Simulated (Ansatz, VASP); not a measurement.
One calculation of InSe, two programs

The input INCAR:

```
SYSTEM = InSe
PREC     = Accurate       ! precision mode
ENCUT    = 520            ! plane-wave cutoff, eV
EDIFF    = 1E-6           ! SCF threshold, eV
ISMEAR   = 0              ! smearing method
SIGMA    = 0.05           ! smearing width, eV
LREAL    = .False.        ! projectors in reciprocal space
LASPH    = .True.         ! aspherical terms in the spheres
NELM     = 80             ! most SCF steps
ALGO     = Normal         ! electronic algorithm
ISIF     = 2              ! what is computed and relaxed
LWAVE    = .False.        ! write WAVECAR
LCHARG   = .True.         ! write CHGCAR
LDIPOL   = .True.       
IDIPOL   = 3            
DIPOL    = 0.5 0.5 0.408
GGA      = PE             ! functional
IVDW     = 12             ! dispersion correction
LELF     = .True.         ! ELF
LVHAR    = .True.       
LVACPOTAV= .True.       
NBANDS   = 48             ! bands
```

File KPOINTS:

```
Automatic mesh
0
Gamma
  9 9 1
  0 0 0
```

File POSCAR:

```
InSe
1.0
    4.0266103653      0.0000000000      0.0000000000
   -2.0133051827      3.4871468675      0.0000000000
    0.0000000000      0.0000000000     28.2707107737
Se In
4 4
Direct
    0.0000000000      0.0000000000      0.1591753400
    0.0000000000      0.0000000000      0.3496677344
    0.8888888889      0.4444444444      0.4667500401
    0.8888888889      0.4444444444      0.6572424345
    0.6666666667      0.3333333333      0.2049979902
    0.6666666667      0.3333333333      0.3038451596
    0.2222222222      0.1111111111      0.5125726903
    0.2222222222      0.1111111111      0.6114198596
```

Input for Ansatz:

```yaml
crystal:
  lattice:
    - [4.0266103653, 0.0, 0.0]
    - [-2.0133051827, 3.4871468675, 0.0]
    - [0.0, 0.0, 28.2707107737]
  atoms:
    - { symbol: Se, position: [0.0, 0.0, 0.15917534] }
    - { symbol: In, position: [0.6666666667, 0.3333333333, 0.2049979902] }
    - { symbol: In, position: [0.6666666667, 0.3333333333, 0.3038451596] }
    - { symbol: Se, position: [0.0, 0.0, 0.3496677344] }
    - { symbol: Se, position: [0.8888888889, 0.4444444444, 0.4667500401] }
    - { symbol: In, position: [0.2222222222, 0.1111111111, 0.5125726903] }
    - { symbol: In, position: [0.2222222222, 0.1111111111, 0.6114198596] }
    - { symbol: Se, position: [0.8888888889, 0.4444444444, 0.6572424345] }
basis:
  ecutwfc: 420
kpoints:
  mp_grid: { grid: [9, 9, 1] }
hamiltonian:
  xc: pbe
  pseudopotentials: { kind: paw, azcp: { folder: soft_1 } }
  dispersion: d3bj
scf:
  occupations: { method: gaussian, width: 0.05 }
output:
  forces: true
  eigenvalues: true
efield:
  axis: 3
  dipole_correction: true
  ramp_width: 0.04
```

Alike in both runs: task single point; functional PBE; dispersion D3(BJ); k mesh 9 × 9 × 1; occupations gaussian, width 0.05 eV; no spin polarisation.

|  | VASP | Ansatz |
| --- | --- | --- |
| version | VASP 6.6.1 | Ansatz 0.2.0 |
| potentials or method | VASP PAW PBE potentials, release 64 (Se, In_d), cutoff 520 eV | scalar-relativistic, plane waves, PAW |
| valence electrons in the cell | 76 | 116 |

```tsv
	VASP	Ansatz	Ansatz less VASP
gap on the k mesh at the Fermi level (eV)	1.15	1.16	+0.011
least direct gap on the mesh (eV)	1.20	1.21	+0.010
rms of the force components (eV/Å)	0.015	0.013	-0.0017
```

VASP's potentials hold 76 valence electrons a cell and Ansatz's 116, so a difference there can come from the potentials and not from the codes.
